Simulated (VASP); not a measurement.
# C (Fmmm) in VASP: notebook

Runs on C. Level: LDA. Tasks: single point.

All numbers are computed with VASP 6.6.1; they aren't measurements. Logs are shortened: lines on timing, memory, paths and dates and some standing lists are left out, and cuts for length are marked.

### Step 1. The cell of the first run

It takes space group Fmmm (No. 69, orthorhombic). Conventional cell: a = 2.088 Å, b = 3.616 Å, c = 6.696 Å, α = 90.00°, β = 90.00°, γ = 90.00°. Within 1.6 Å of C (site symmetry m2m) lie 3 C at 1.21 Å.

### Step 2. Single point, LDA (strain -0.1500 x Voigt [1, 1, 0, 0, 0, 0])

Input file INCAR:

```
PREC = Accurate
ENCUT = 520
EDIFF = 1E-6
ISMEAR = 0
SIGMA = 0.05
LREAL = F
LASPH = T
NELM = 80
ALGO = Normal
ISIF = 2
LWAVE = F
LCHARG = F
GGA = CA
NBANDS = 11
```

Input file KPOINTS:

```
regular mesh
0
Gamma
  14 14 14
```

Input file POSCAR:

```
C
1.0
    0.0000000000      1.8079500000      3.3480000000
    1.0438000000      0.0000000000      3.3480000000
    1.0438000000      1.8079500000      0.0000000000
C
2
Direct
    0.1666700000      0.8333300000      0.1666700000
    0.8333300000      0.1666700000      0.8333300000
```

Potentials or basis: VASP PAW LDA potentials, release 64 (C).

Command:

```
> cat potpaw_LDA.64/C/POTCAR > POTCAR
> mpirun -np 1 vasp_std > vasp.out
```

OUTCAR:

```text
PREC = Accurate
   ENCUT = 520
   EDIFF = 1E-6
   ISMEAR = 0
   LREAL = F
   LASPH = T
   NELM = 80
   ISIF = 2
   GGA = CA

 ion  position               nearest neighbor table
   1  0.167  0.833  0.167-   2 1.21   2 1.21   2 1.21
   2  0.833  0.167  0.833-   1 1.21   1 1.21   1 1.21

  LATTYP: Found a face centered orthorhombic cell.
 ALAT       =     2.0876000000
 B/A-ratio  =     1.7320846906
 C/A-ratio  =     3.2075110174

  Lattice vectors:

 A1 = (   0.0000000000,   1.8079500000,   3.3480000000)
 A2 = (   1.0438000000,   0.0000000000,   3.3480000000)
 A3 = (   1.0438000000,   1.8079500000,   0.0000000000)

Analysis of symmetry for initial positions (statically):
=====================================================================
 Subroutine PRICEL returns:
 Original cell was already a primitive cell.

 Routine SETGRP: Setting up the symmetry group for a
 face centered orthorhombic supercell.

 Subroutine GETGRP returns: Found  8 space group operations
 (whereof  8 operations were pure point group operations)
 out of a pool of  8 trial point group operations.

The static configuration has the point symmetry D_2h.

Analysis of symmetry for dynamics (positions and initial velocities):
=====================================================================
 Subroutine PRICEL returns:
 Original cell was already a primitive cell.

 Routine SETGRP: Setting up the symmetry group for a
 face centered orthorhombic supercell.

 Subroutine GETGRP returns: Found  8 space group operations
 (whereof  8 operations were pure point group operations)
 out of a pool of  8 trial point group operations.

The dynamic configuration has the point symmetry D_2h.

 Subroutine INISYM returns: Found  8 space group operations
 (whereof  8 operations are pure point group operations),
 and found     1 'primitive' translations

----------------------------------------------------------------------------------------

                                     Primitive cell

  volume of cell :      12.6363

  direct lattice vectors                    reciprocal lattice vectors
     0.000000000  1.807950000  3.348000000    -0.479018969  0.276556321  0.149342891
     1.043800000  0.000000000  3.348000000     0.479018969 -0.276556321  0.149342891
     1.043800000  1.807950000  0.000000000     0.479018969  0.276556321 -0.149342891

  length of vectors
     3.804968752  3.506939184  2.087630629     0.572927457  0.572927457  0.572927457
[... 87 lines left out ...]
   ISIF   =      2    stress and relaxation
   ISYM   =      2    0-nonsym 1-usesym 2-fastsym
   POTIM  = 0.5000    time-step for ionic-motion
   TEBEG  =    0.0;   TEEND  =   0.0 temperature during run
   PSTRESS=    0.0 pullay stress
   NELECT =       8.0000    total number of electrons
   NUPDOWN=      -1.0000    fix difference up-down
   EMIN   =  10.00;   EMAX   =-10.00  energy-range for DOS
   EFERMI =   0.00;   METHOD = LEGACY
   ISMEAR =     0;   SIGMA  =   0.05  broadening in eV -4-tet -1-fermi 0-gaus
   EFERMI_NEDOS =   21; number of points for ismear=-14 and -15
   IALGO  =     38    algorithm
   IMIX   =      4    mixing-type and parameters
     AMIX     =   0.40;   BMIX     =  1.00
     AMIX_MAG =   1.60;   BMIX_MAG =  1.00
  volume/ion in A,a.u.               =       6.32        42.64
  Fermi-wavevector in a.u.,A,eV,Ry     =   1.405719  2.656423 26.885728  1.976045
  Thomas-Fermi vector in A             =   2.528152
   LORBIT       =      0    0 simple, 1 ext, 2 COOP (PROOUT), +10 PAW based schemes
   GGA     = CA    functional components
   LHFCALC =     F    Hartree Fock is set to
   AEXX    =    0.0000 exact exchange contribution
   IVDW    =     0    specifies the selected vdW correction
   LEPSILON=     F    determine dielectric tensor
   LRPA    =     F    only Hartree local field effects (RPA)
 non-spin polarized calculation
 Gauss-broadening in eV      SIGMA  =   0.05
  energy-cutoff  :      520.00
  volume of cell :       12.64
 maximum number of plane-waves:       354
   NGX = 15   NGY = 13   NGZ =  7

 number of electron       8.0000000 magnetization

 Free energy of the ion-electron system (eV)
  ---------------------------------------------------
  ext. energy  EPLUGINS =         0.00000000
  ---------------------------------------------------
  free energy    TOTEN  =       -15.74837079 eV

  energy without entropy =      -15.74837079  energy(sigma->0) =      -15.74837079

 E-fermi :   7.8783     XC(G=0): -11.7815

 val. band max:        7.6320499833   @ k =   0.5000  -0.1429   0.3571
 cond. band min:       8.6876310808   @ k =  -0.0714   0.2857   0.2857
 fundamental gap:      1.0555810976
 Fermi energy:         7.8783079082

 k-point     1 :       0.0000    0.0000    0.0000
  band No.  band energies     occupation
      1     -15.6971      2.00000
      2      -2.7923      2.00000
      3       5.5664      2.00000
      4       5.5759      2.00000
      5       9.5819      0.00000
      6      20.1966      0.00000
      7      20.2333      0.00000
      8      26.6749      0.00000
      9      34.0340      0.00000
     10      34.3939      0.00000
     11      37.9813      0.00000
[... 309 lines left out ...]
 k-point    24 :       0.2857    0.1429   -0.0000
  band No.  band energies     occupation
      1     -14.9774      2.00000
      2      -2.6595      2.00000
      3       3.3477      2.00000
      4       4.1212      2.00000
      5      12.2986      0.00000
      6      20.7322      0.00000
      7      23.2542      0.00000
      8      23.6920      0.00000
      9      30.2407      0.00000
     10      34.1076      0.00000
     11      38.3802      0.00000

 [... further k-points ...]

------------------------ aborting loop because EDIFF is reached ----------------------------------------

  FORCE on cell =-STRESS in cart. coord.  units (eV):
  Direction    XX          YY          ZZ          XY          YZ          ZX
  --------------------------------------------------------------------------------------
  -------------------------------------------------------------------------------------
  Total       31.2933747     31.2950087     -0.1217322      0.0000000      0.0000000      0.0000000
  in kB     3967.7456981   3967.9528829    -15.4346603      0.0000000      0.0000000      0.0000000
  external PRESSURE =    2640.0879736 kB  Pullay stress =       0.0000000 kB

 VOLUME and BASIS-vectors are now :
 -----------------------------------------------------------------------------
  energy-cutoff  :      520.00
  volume of cell :       12.64
      direct lattice vectors                 reciprocal lattice vectors
     0.000000000  1.807950000  3.348000000    -0.479018969  0.276556321  0.149342891
     1.043800000  0.000000000  3.348000000     0.479018969 -0.276556321  0.149342891
     1.043800000  1.807950000  0.000000000     0.479018969  0.276556321 -0.149342891

 POSITION                                       TOTAL-FORCE (eV/Angst)
 -----------------------------------------------------------------------------------
      1.04380      0.60266      3.34800         0.000000      0.014929      0.000000
      1.04380      3.01324      3.34800         0.000000     -0.014929      0.000000
 -----------------------------------------------------------------------------------
    total drift:                               -0.000000     -0.000000     -0.000000

  FREE ENERGIE OF THE ION-ELECTRON SYSTEM (eV)
  ---------------------------------------------------
  free  energy   TOTEN  =       -15.7483707861 eV

  energy  without entropy=      -15.7483707861  energy(sigma->0) =      -15.74837079
```

stdout:

```text
POSCAR found type information on POSCAR C
 POSCAR found :  1 types and       2 ions
 scaLAPACK will be used
 LDA part: xc-table for (Slater(with rela. corr.)+CA(PZ))
 , standard interpolation
 POSCAR, INCAR and KPOINTS ok, starting setup
 FFT: planning ... GRIDC
 FFT: planning ... GRID_SOFT
 FFT: planning ... GRID
 WAVECAR not read
 entering main loop
```

Run time: 76 s. Hardware: 1 thread of Intel Xeon 8259CL, shared host; peak memory 0.16 GiB.

What came out:

```yaml
Free_energy: -15.7484 eV
Pressure: 264.0 GPa
Largest_force: 0.015 eV/Å
```

Forces on the atoms (eV/Å):
```
C    0.000  0.015  0.000
C    0.000 -0.015  0.000
```

Caveat: the cell differs from its parent crystal (strain -0.1500 x Voigt [1, 1, 0, 0, 0, 0]); the cell stands under pressure.

### Step 3. Single point, LDA (strain -0.1125 x Voigt [1, 1, 0, 0, 0, 0])

Input file INCAR:

```
SYSTEM = C
ALGO = Normal
EDIFF = 1E-6
ENCUT = 520
ISIF = 2
ISMEAR = 0
LASPH = .True.
LCHARG = .True.
LELF = .True.
LREAL = .False.
LVHAR = .True.
LWAVE = .False.
NBANDS = 11
NELM = 60
PREC = Accurate
SIGMA = 0.05
```

Input file KPOINTS:

```
k-points
0
Gamma
  14 14 14
  0 0 0
```

Input file POSCAR:

```
C
1.0
    0.0000000000      1.8877125000      3.3480000000
    1.0898500000      0.0000000000      3.3480000000
    1.0898500000      1.8877125000      0.0000000000
C
2
Direct
    0.1666700000      0.8333300000      0.1666700000
    0.8333300000      0.1666700000      0.8333300000
```

Potentials or basis: VASP PAW LDA potentials, release 64 (C).

Command:

```
> cat potpaw_LDA.64/C/POTCAR > POTCAR
> mpirun -np 1 vasp_std > vasp.out
```

Run time: 1.8 min. Hardware: 1 thread of Intel Xeon 8259CL, shared host; peak memory 0.16 GiB.

Results (log left out):

| Item | Value |
| --- | --- |
| Free energy | -17.9909 eV |
| Pressure | 161.2 GPa |
| Largest force | 0.020 eV/Å |

Forces in eV/Å, atoms in the order of the input:
```
C    0.000  0.020  0.000
C    0.000 -0.020  0.000
```

Stress tensor (GPa, compression positive):
```
242.31   0.00   0.00
  0.00 242.35   0.00
  0.00   0.00  -1.01
```

Caveat: the cell differs from its parent crystal (strain -0.1125 x Voigt [1, 1, 0, 0, 0, 0]); the cell stands under pressure.
